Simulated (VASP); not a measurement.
Write the native input for VASP 6.6.1 that does the following.

```
Task                   : single point
Functional             : PBE
Potentials or basis    : VASP PAW PBE potentials, release 64 (Co, Si)
Cutoff                 : 600 eV
k mesh                 : 3 × 3 × 3
Occupations            : fermi-dirac, width 0.5 eV
Spin                   : no spin polarisation
Dipole correction      : no
Further INCAR settings : ALGO = Normal; EDIFF = 1e-06; NBANDS = 46
```

The structure of CoSi2 lies in POSCAR:

```
CoSi2
1.0
    5.4005860036      0.0000000000      0.0000000000
    0.0000000000      5.4005860036      0.0000000000
    0.0000000000      0.0000000000      5.4005860036
Co Si
4 8
Direct
    0.0000000000      0.0000000000      0.0000000000
    0.0000000000      0.5000000000      0.5000000000
    0.5000000000      0.0000000000      0.5000000000
    0.5000000000      0.5000000000      0.0000000000
    0.2500000000      0.2500000000      0.7500000000
    0.2500000000      0.7500000000      0.2500000000
    0.7500000000      0.2500000000      0.2500000000
    0.7500000000      0.7500000000      0.7500000000
    0.2500000000      0.2500000000      0.2500000000
    0.2500000000      0.7500000000      0.7500000000
    0.7500000000      0.2500000000      0.7500000000
    0.7500000000      0.7500000000      0.2500000000
```

These files were run (other wordings do the same):

INCAR

```
  PREC = Accurate
  ENCUT = 600
  EDIFF = 1E-6
  ISMEAR = -1
  SIGMA = 0.5
  LREAL = F
  LASPH = T
  NELM = 120
  ALGO = Normal
  ISIF = 2
  LWAVE = F
  LCHARG = T
  GGA = PE
  LELF = T
  LVHAR = T
  NBANDS = 46
  GGA_COMPAT = F
```

KPOINTS

```
Automatic mesh
0
Gamma
  3 3 3
```

Potentials or basis: VASP PAW PBE potentials, release 64 (Co, Si).

Launch:

```bash
$ cat potpaw_PBE.64/Co/POTCAR potpaw_PBE.64/Si/POTCAR > POTCAR
$ mpirun -np 1 vasp_std > vasp.out
```

It gave:

```
Pressure               : -0.2 GPa
Band gap on the k mesh : zero (bands 34 and 35 overlap by 0.99 eV)
```

Caveat: the k points lie up to 0.39 Å⁻¹ apart, too coarse for converged energies and pressures of a metal; so wide a smearing shifts energies and pressures; the run has no spin polarisation, though such a crystal can be magnetic.

Run time: 62 s on 1 thread of AMD EPYC 7R13 Processor (Zen 3) (shared host), peak memory 0.28 GiB.
